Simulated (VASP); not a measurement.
Write the native input for VASP 6.6.1 that does the following.

| Quantity | Value |
| --- | --- |
| Task | relaxation of cell and atoms |
| Functional | PBE |
| Potentials or basis | VASP PAW PBE potentials, release 64 (Pb_d, O) |
| Cutoff | 600 eV |
| k mesh | 8 × 8 × 8 |
| Occupations | fermi-dirac, width 0.02 eV |
| Spin | no spin polarisation |
| Dipole correction | no |
| Further INCAR settings | ALGO = Normal; EDIFF = 1e-06; IBRION = 2; EDIFFG = -0.005; NSW = 80; ISIF = 3 |

The structure of PbO2 lies in POSCAR:

```
PbO2
1.0
   -2.0966617900      2.0966617900      5.2626210929
    2.0966617900     -2.0966617900      5.2626210929
    2.0966617900      2.0966617900     -5.2626210929
Pb O
2 4
Direct
    0.7500000000      0.2500000000      0.5000000000
    0.0000000000      0.0000000000      0.0000000000
    0.5420000000      0.0420000000      0.5000000000
    0.7920000000      0.7920000000      0.0000000000
    0.2080000000      0.2080000000      0.0000000000
    0.9580000000      0.4580000000      0.5000000000
```

The input as run:

INCAR

```
SYSTEM = PbO2
  ALGO = Normal
  EDIFF = 1E-6
  EDIFFG = -0.005
  ENCUT = 600
  GGA = PE
  IBRION = 2
  ISIF = 3
  ISMEAR = -1
  LASPH = .True.
  LCHARG = .False.
  LREAL = .False.
  LWAVE = .False.
  NELM = 80
  NSW = 80
  PREC = Accurate
  SIGMA = 0.02
```

KPOINTS

```
k-points
0
Gamma
  8 8 8
  0 0 0
```

Potentials or basis: VASP PAW PBE potentials, release 64 (Pb_d, O).

Launch:

```sh
$ cat potpaw_PBE.64/Pb_d/POTCAR potpaw_PBE.64/O/POTCAR > POTCAR
$ mpirun -np 1 vasp_std > vasp.out
```

It gave:

```json
{"Relaxed volume": "16.83 Å³/atom", "Relaxed cell": "a = 6.257 Å, b = 6.257 Å, c = 6.257 Å, α = 139.84°, β = 139.84°, γ = 58.10°", "Space group after relaxing (to 0.1 Å)": "I4_1/amd (No. 141)", "Energy gained by relaxing": "41.3 meV/atom", "Ionic steps": "21", "Pressure after relaxing": "0.0 GPa", "Band gap on the k mesh": "zero (bands 26 and 27 overlap by 0.21 eV)"}
```

Caveat: semilocal functionals underestimate gaps, so a narrow gap can read as zero; spin-orbit coupling is left out, which moves the levels of the heavy elements.

Run time: 37 min on 1 thread of Intel(R) Xeon(R) Platinum 8488C (Sapphire Rapids), with other jobs on the host, peak memory 0.47 GiB.
